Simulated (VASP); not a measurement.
Input of a VASP 6.6.1 run:

The input INCAR:

```
ALGO = Normal
EDIFF = 1E-6
ENCUT = 520
GGA = PE
ISIF = 2
ISMEAR = 0
LASPH = True
LCHARG = True
LELF = True
LREAL = False
LVHAR = True
LWAVE = False
NBANDS = 26
NELM = 80
PREC = Accurate
SIGMA = 0.1
```

Contents of KPOINTS:

```
k-points
0
Gamma
  10 10 8
```

File POSCAR:

```
GaSb
1.0
    3.1077436091      3.1077436091      0.0000000000
   -3.1077436091      3.1077436091      0.0000000000
    0.0000000000      0.0000000000      6.2154872181
Ga Sb
2 2
Direct
    0.0000000000      0.0000000000      0.0000000000
    0.5000000000      0.5000000000      0.5000000000
    0.5000000000      0.0000000000      0.2500000000
    0.0000000000      0.5000000000      0.7500000000
```

Potentials or basis: VASP PAW PBE potentials, release 64 (Ga_d, Sb).

Command:

```bash
$ cat potpaw_PBE.64/Ga_d/POTCAR potpaw_PBE.64/Sb/POTCAR > POTCAR
$ mpirun -np 1 vasp_std > vasp.out
```

**Question.** Estimate the band gap on the k mesh.

**Answer.** Zero (filled and empty bands touch).

**Question.** What does it give for the pressure?

**Answer.** 0.0 GPa.

Caveat: spin-orbit coupling is left out, which moves the levels of the heavy elements.
